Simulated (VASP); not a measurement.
Here is a VASP 6.6.1 calculation.

The input INCAR:

```
ALGO = Normal
EDIFF = 1E-6
ENCUT = 520
GGA = CA
ISIF = 2
ISMEAR = -1
LASPH = True
LCHARG = False
LREAL = False
LWAVE = False
NBANDS = 12
NELM = 100
PREC = Accurate
SIGMA = 0.03
```

KPOINTS

```
k-points
0
Gamma
  10 10 10
```

Contents of POSCAR:

```
LiF
1.0
    0.0000000000      1.9970748301      1.9970748301
    1.9970748301      0.0000000000      1.9970748301
    1.9970748301      1.9970748301      0.0000000000
Li F
1 1
Direct
    0.0000000000      0.0000000000      0.0000000000
    0.5000000000      0.5000000000      0.5000000000
```

Potentials or basis: VASP PAW LDA potentials, release 64 (Li_sv, F).

The run is started by

```sh
$ cat potpaw_LDA.64/Li_sv/POTCAR potpaw_LDA.64/F/POTCAR > POTCAR
$ mpirun -np 1 vasp_std > vasp.out
```

Question: What does it give for the band gap on the k mesh?

Answer: 9.07 eV, direct.

 A k mesh can miss the band edges.
